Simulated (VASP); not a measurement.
# Ag (Im-3m) in VASP: relaxation of cell and atoms with PBE

Aim: the relaxation of cell and atoms of Ag with PBE.

All numbers are computed with VASP 6.6.1; they aren't measurements. Logs are shortened: lines on timing, memory, paths and dates and some standing lists are left out, and cuts for length are marked.

### 1 The cell of the first run

The structure is cubic, space group Im-3m (No. 229). The conventional cell has a = 3.303 Å, b = 3.303 Å, c = 3.303 Å, α = 90.00°, β = 90.00°, γ = 90.00°. Ag (site symmetry m-3m) has 14 Ag at 2.86 to 3.30 Å within 3.8 Å.

### 2 Relaxation of cell and atoms, PBE

Input file INCAR:

```
PREC = Accurate
ENCUT = 600
EDIFF = 1E-6
ISMEAR = -1
SIGMA = 0.15
LREAL = F
LASPH = T
NELM = 80
ALGO = Normal
ISIF = 3
LWAVE = F
LCHARG = F
GGA = PE
IBRION = 2
NSW = 80
EDIFFG = -0.001
```

Input file KPOINTS:

```
regular mesh
0
Gamma
  20 20 20
```

Input file POSCAR:

```
Ag
1.0
   -1.6515992187      1.6515992187      1.6515992187
    1.6515992187     -1.6515992187      1.6515992187
    1.6515992187      1.6515992187     -1.6515992187
Ag
1
Direct
    0.0000000000      0.0000000000      0.0000000000
```

Potentials or basis: VASP PAW PBE potentials, release 64 (Ag).

Started as:

```sh
$ cat potpaw_PBE.64/Ag/POTCAR > POTCAR
$ mpirun -np 1 vasp_std > vasp.out
```

OUTCAR:

```text
PREC = Accurate
   ENCUT = 600
   EDIFF = 1E-6
   ISMEAR = -1
   LREAL = F
   LASPH = T
   NELM = 80
   ISIF = 3
   GGA = PE
   IBRION = 2
   NSW = 80
   EDIFFG = -0.001

 ion  position               nearest neighbor table
   1  0.000  0.000  0.000-

  LATTYP: Found a body centered cubic cell.
 ALAT       =     3.3031984374

  Lattice vectors:

 A1 = (  -1.6515992187,   1.6515992187,   1.6515992187)
 A2 = (   1.6515992187,  -1.6515992187,   1.6515992187)
 A3 = (   1.6515992187,   1.6515992187,  -1.6515992187)

Analysis of symmetry for initial positions (statically):
=====================================================================
 Subroutine PRICEL returns:
 Original cell was already a primitive cell.

 Routine SETGRP: Setting up the symmetry group for a
 body centered cubic supercell.

 Subroutine GETGRP returns: Found 48 space group operations
 (whereof 48 operations were pure point group operations)
 out of a pool of 48 trial point group operations.

The static configuration has the point symmetry O_h .

Analysis of symmetry for dynamics (positions and initial velocities):
=====================================================================
 Subroutine PRICEL returns:
 Original cell was already a primitive cell.

 Routine SETGRP: Setting up the symmetry group for a
 body centered cubic supercell.

 Subroutine GETGRP returns: Found 48 space group operations
 (whereof 48 operations were pure point group operations)
 out of a pool of 48 trial point group operations.

The dynamic configuration has the point symmetry O_h .

 Subroutine INISYM returns: Found 48 space group operations
 (whereof 48 operations are pure point group operations),
 and found     1 'primitive' translations

----------------------------------------------------------------------------------------

                                     Primitive cell

  volume of cell :      18.0208

  direct lattice vectors                    reciprocal lattice vectors
    -1.651599219  1.651599219  1.651599219     0.000000000  0.302736883  0.302736883
     1.651599219 -1.651599219  1.651599219     0.302736883  0.000000000  0.302736883
     1.651599219  1.651599219 -1.651599219     0.302736883  0.302736883  0.000000000

  length of vectors
     2.860653761  2.860653761  2.860653761     0.428134606  0.428134606  0.428134606

  position of ions in fractional coordinates (direct lattice)
     0.000000000  0.000000000  0.000000000

  ion indices of the primitive-cell ions
   primitive index   ion index
                 1           1

----------------------------------------------------------------------------------------

 KPOINTS: regular mesh

Automatic generation of k-mesh.
 Grid dimensions read from file:
 generate k-points for:   20   20   20

 Generating k-lattice:

  Cartesian coordinates                     Fractional coordinates (reciprocal lattice)
     0.000000000  0.015136844  0.015136844     0.050000000  0.000000000  0.000000000
     0.015136844  0.000000000  0.015136844     0.000000000  0.050000000  0.000000000
     0.015136844  0.015136844  0.000000000     0.000000000  0.000000000  0.050000000

  Length of vectors
     0.021406730  0.021406730  0.021406730

  Shift w.r.t. Gamma in fractional coordinates (k-lattice)
     0.000000000  0.000000000  0.000000000

 Subroutine IBZKPT returns following result:
 ===========================================

 Found    256 irreducible k-points:

 Following reciprocal coordinates:
            Coordinates               Weight
  0.000000  0.000000  0.000000      1.000000
  0.050000  0.000000  0.000000     12.000000
  0.100000  0.000000  0.000000     12.000000
  0.150000  0.000000  0.000000     12.000000
  0.200000  0.000000  0.000000     12.000000
  0.250000  0.000000  0.000000     12.000000
[... 16 lines left out ...]
  0.200000  0.100000  0.000000     48.000000
  0.250000  0.100000  0.000000     48.000000
 [... further k-points ...]
   k-points           NKPTS =    256   k-points in BZ     NKDIM =    256   number of bands    NBANDS=      9
   number of dos      NEDOS =    301   number of ions     NIONS =      1
   total plane-waves  NPLWV =  13824
   dimension x,y,z NGX =    24 NGY =   24 NGZ =   24
   dimension x,y,z NGXF=    48 NGYF=   48 NGZF=   48
   ions per type =               1
   NGX,Y,Z   is equivalent  to a cutoff of  13.95, 13.95, 13.95 a.u.
   NGXF,Y,Z  is equivalent  to a cutoff of  27.90, 27.90, 27.90 a.u.
 SYSTEM =  unknown system
   PREC   = accura    normal or accurate (medium, high low for compatibility)
   ISTART =      0    job   : 0-new  1-cont  2-samecut
   ICHARG =      2    charge: 1-file 2-atom 10-const
   ISPIN  =      1    spin polarized calculation?
   LNONCOLLINEAR =      F non collinear calculations
   LSORBIT =      F    spin-orbit coupling
   LASPH  =      T    aspherical Exc in radial PAW
   ENCUT  =  600.0 eV  44.10 Ry    6.64 a.u.   5.71  5.71  5.71*2*pi/ulx,y,z
   NELM   =     80;   NELMIN=  2; NELMDL= -5     # of ELM steps
   EDIFF  = 0.1E-05   stopping-criterion for ELM
   LREAL  =      F    real-space projection
   EDIFFG = -.1E-02   stopping-criterion for IOM
   NSW    =     80    number of steps for IOM
   IBRION =      2    ionic relax: 0-MD 1-quasi-New 2-CG
   NFREE  =      1    steps in history (QN), initial steepest desc. (CG)
   ISIF   =      3    stress and relaxation
   ISYM   =      2    0-nonsym 1-usesym 2-fastsym
   POTIM  = 0.5000    time-step for ionic-motion
   TEBEG  =    0.0;   TEEND  =   0.0 temperature during run
   PSTRESS=    0.0 pullay stress
   NELECT =      11.0000    total number of electrons
   NUPDOWN=      -1.0000    fix difference up-down
   EMIN   =  10.00;   EMAX   =-10.00  energy-range for DOS
   EFERMI =   0.00;   METHOD = LEGACY
   ISMEAR =    -1;   SIGMA  =   0.15  broadening in eV -4-tet -1-fermi 0-gaus
   EFERMI_NEDOS =   21; number of points for ismear=-14 and -15
   IALGO  =     38    algorithm
   IMIX   =      4    mixing-type and parameters
     AMIX     =   0.40;   BMIX     =  1.00
     AMIX_MAG =   1.60;   BMIX_MAG =  1.00
  volume/ion in A,a.u.               =      18.02       121.61
  Fermi-wavevector in a.u.,A,eV,Ry     =   1.388719  2.624298 26.239388  1.928541
  Thomas-Fermi vector in A             =   2.512818
   LORBIT       =      0    0 simple, 1 ext, 2 COOP (PROOUT), +10 PAW based schemes
   GGA     = PE    functional components
   LHFCALC =     F    Hartree Fock is set to
   AEXX    =    0.0000 exact exchange contribution
   IVDW    =     0    specifies the selected vdW correction
   LEPSILON=     F    determine dielectric tensor
   LRPA    =     F    only Hartree local field effects (RPA)
 conjugate gradient relaxation of ions
 non-spin polarized calculation
  energy-cutoff  :      600.00
  volume of cell :       18.02
 maximum number of plane-waves:       618
   NGX = 11   NGY = 11   NGZ = 11

--------------------------------------- Ionic step        1  -------------------------------------------

 number of electron      11.0000003 magnetization

 Free energy of the ion-electron system (eV)
  ---------------------------------------------------
  ext. energy  EPLUGINS =         0.00000000
  ---------------------------------------------------
  free energy    TOTEN  =        -2.69593474 eV

  energy without entropy =       -2.67295714  energy(sigma->0) =       -2.68444594

------------------------ aborting loop because EDIFF is reached ----------------------------------------

  FORCE on cell =-STRESS in cart. coord.  units (eV):
  Direction    XX          YY          ZZ          XY          YZ          ZX
  --------------------------------------------------------------------------------------
  -------------------------------------------------------------------------------------
  Total       -0.0301246     -0.0301246     -0.0301246      0.0000000      0.0000000     -0.0000000
  in kB       -2.6782874     -2.6782874     -2.6782874      0.0000000      0.0000000     -0.0000000
  external PRESSURE =      -2.6782874 kB  Pullay stress =       0.0000000 kB
[... 125 lines left out ...]
  energy  without entropy=       -2.6729991935  energy(sigma->0) =       -2.68449056

--------------------------------------- Ionic step        5  -------------------------------------------

 number of electron      11.0000003 magnetization

 Free energy of the ion-electron system (eV)
  ---------------------------------------------------
  ext. energy  EPLUGINS =         0.00000000
  ---------------------------------------------------
  free energy    TOTEN  =        -2.69598159 eV

  energy without entropy =       -2.67299837  energy(sigma->0) =       -2.68448998

 E-fermi :   7.7567     XC(G=0): -11.9000

 val. band max:        7.7541042816   @ k =  -0.3000   0.4000   0.2000
 cond. band min:       7.7846557722   @ k =   0.5000   0.0000   0.0000
 fundamental gap:      0.0305514906
 Fermi energy:         7.7566553419

 k-point     1 :       0.0000    0.0000    0.0000
  band No.  band energies     occupation
      1       0.3401      2.00000
      2       2.9911      2.00000
      3       2.9911      2.00000
      4       2.9911      2.00000
      5       4.2145      2.00000
      6       4.2145      2.00000
      7      25.5168      0.00000
      8      25.5168      0.00000
      9      25.5168      0.00000
[... 265 lines left out ...]
 k-point    24 :       0.2500    0.1000    0.0000
  band No.  band energies     occupation
      1       1.9902      2.00000
      2       2.5555      2.00000
      3       3.5112      2.00000
      4       3.9987      2.00000
      5       4.3193      2.00000
      6       5.0193      2.00000
      7      17.5348      0.00000
      8      21.0956      0.00000
      9      23.2016      0.00000

 [... further k-points ...]
[... 5 lines left out ...]
  --------------------------------------------------------------------------------------
  -------------------------------------------------------------------------------------
  Total        0.0004042      0.0004042      0.0004042     -0.0000000     -0.0000000     -0.0000000
  in kB        0.0360462      0.0360462      0.0360462     -0.0000000     -0.0000000     -0.0000000
  external PRESSURE =       0.0360462 kB  Pullay stress =       0.0000000 kB
[... 16 lines left out ...]
  FREE ENERGIE OF THE ION-ELECTRON SYSTEM (eV)
  ---------------------------------------------------
  free  energy   TOTEN  =        -2.6959815908 eV

  energy  without entropy=       -2.6729983688  energy(sigma->0) =       -2.68448998

 reached required accuracy - stopping structural energy minimisation
```

Run time: 65 s. Hardware: 1 thread of AMD EPYC 9R45 (Zen 5), shared host; peak memory 0.16 GiB.

What came out:

| Quantity | Value |
| --- | --- |
| Free energy | -2.6960 eV |
| Relaxed volume | 17.97 Å³/atom |
| Relaxed cell | a = 2.858 Å, b = 2.858 Å, c = 2.858 Å, α = 109.47°, β = 109.47°, γ = 109.47° |
| Space group after relaxing (to 0.05 Å) | Im-3m (No. 229) |
| Energy gained by relaxing | 0.0 meV/atom |
| Ionic steps | 5 |
| Pressure after relaxing | 0.0 GPa |

Final structure:
```cif
data_structure
_symmetry_space_group_name_H-M 'P 1'
_symmetry_Int_Tables_number 1
_cell_length_a 2.8578
_cell_length_b 2.8578
_cell_length_c 2.8578
_cell_angle_alpha 109.471
_cell_angle_beta 109.471
_cell_angle_gamma 109.471
_cell_volume 17.97
loop_
_atom_site_label
_atom_site_type_symbol
_atom_site_fract_x
_atom_site_fract_y
_atom_site_fract_z
_atom_site_occupancy
Ag1 Ag 0.00000 0.00000 0.00000 1
```
